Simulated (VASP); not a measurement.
Input of a VASP 6.6.1 run:

Contents of INCAR:

```
SYSTEM = TiAl3
ALGO = Fast
EDIFF = 1E-6
ENCUT = 520
GGA = PE
ISIF = 2
ISMEAR = 0
LASPH = .True.
LCHARG = .False.
LREAL = .False.
LWAVE = .False.
NBANDS = 18
NELM = 60
PREC = Accurate
SIGMA = 0.15
```

Contents of KPOINTS:

```
k-points
0
Gamma
  14 14 14
  0 0 0
```

The input POSCAR:

```
TiAl3
1.0
   -1.7110952925      2.1340626681      4.3111351100
    1.7110952925     -2.1340626681      4.3111351100
    1.7110952925      2.1340626681     -4.3111351100
Ti Al
1 3
Direct
    0.0000000000      0.0000000000      0.0000000000
    0.5000000000      0.5000000000      0.0000000000
    0.7500000000      0.2500000000      0.5000000000
    0.2500000000      0.7500000000      0.5000000000
```

Potentials or basis: VASP PAW PBE potentials, release 64 (Ti_sv, Al).

The run is started by

```console
$ cat potpaw_PBE.64/Ti_sv/POTCAR potpaw_PBE.64/Al/POTCAR > POTCAR
$ mpirun -np 1 vasp_std > vasp.out
```

Estimate the largest force.

0.135 eV/Å.

Predict the pressure.

1.9 GPa.

Forces on the atoms (eV/Å):
```
Ti   0.000  0.000  0.000
Al   0.000  0.000  0.000
Al   0.000  0.000  0.135
Al   0.000  0.000 -0.135
```

Caveat: the cell differs from its parent crystal (normal strain along x -0.1100, normal strain along y +0.1100).
